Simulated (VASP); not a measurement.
Runs of VASP 6.6.1 on Y. The structure is that of space group P6_3/mmc (No. 194), or close to it. The cells are those of the table. 

| task | cell | k mesh | cutoff (eV) | gap on the mesh (eV) | pressure (GPa) |
| --- | --- | --- | --- | --- | --- |
| relaxation of cell and atoms | relaxed to 3 GPa from a = 3.564, b = 3.564, c = 5.534 Å, angles 90.0, 90.0, 120.0°, 2 atoms | 12 × 12 × 8 | 500 | none | 3.0 |
| single point | a = 3.705, b = 3.705, c = 5.501 Å, angles 90.0, 90.0, 120.0°, 2 atoms | 18 × 18 × 10 | 520 | none | -1.8 |
| single point | a = 3.633, b = 3.633, c = 5.552 Å, angles 90.0, 90.0, 120.0°, 2 atoms | 18 × 18 × 10 | 520 | none | -0.7 |
| single point | a = 3.669, b = 3.669, c = 5.528 Å, angles 90.0, 90.0, 120.0°, 2 atoms | 18 × 18 × 10 | 520 | none | (b) |
| relaxation of cell and atoms | relaxed to 30 GPa from a = 3.200, b = 3.200, c = 5.074 Å, angles 90.0, 90.0, 120.0°, 2 atoms | 18 × 18 × 8 | 500 | none | 30.0 |
| single point | a = 3.705, b = 3.705, c = 5.485 Å, angles 90.0, 90.0, 120.0°, 2 atoms | 18 × 18 × 10 | 520 | none | -1.7 |
| single point | a = 3.669, b = 3.669, c = 5.519 Å, angles 90.0, 90.0, 120.0°, 2 atoms | 18 × 18 × 10 | 520 | none | (a) |
| relaxation of cell and atoms | relaxed to 8 GPa from a = 3.428, b = 3.428, c = 5.327 Å, angles 90.0, 90.0, 120.0°, 2 atoms | 12 × 12 × 8 | 500 | none | 8.0 |

Alike in all rows: level PBEsol; potentials or basis VASP PAW PBE potentials, release 64 (Y_sv); no spin polarisation; smearing gaussian 0.1 eV.

Fill in the values left out.

(a) -1.2; (b) -1.3.

Caveats: the PAW data sets were made with another functional, which shifts forces and pressure a little; the cell is relaxed towards a set pressure, so the run minimises the enthalpy, not the energy (at least some runs).

A k mesh can miss the band edges, and the runs leave out spin-orbit coupling on Y.

A gap of «none» marks levels without a gap at the run's occupations.
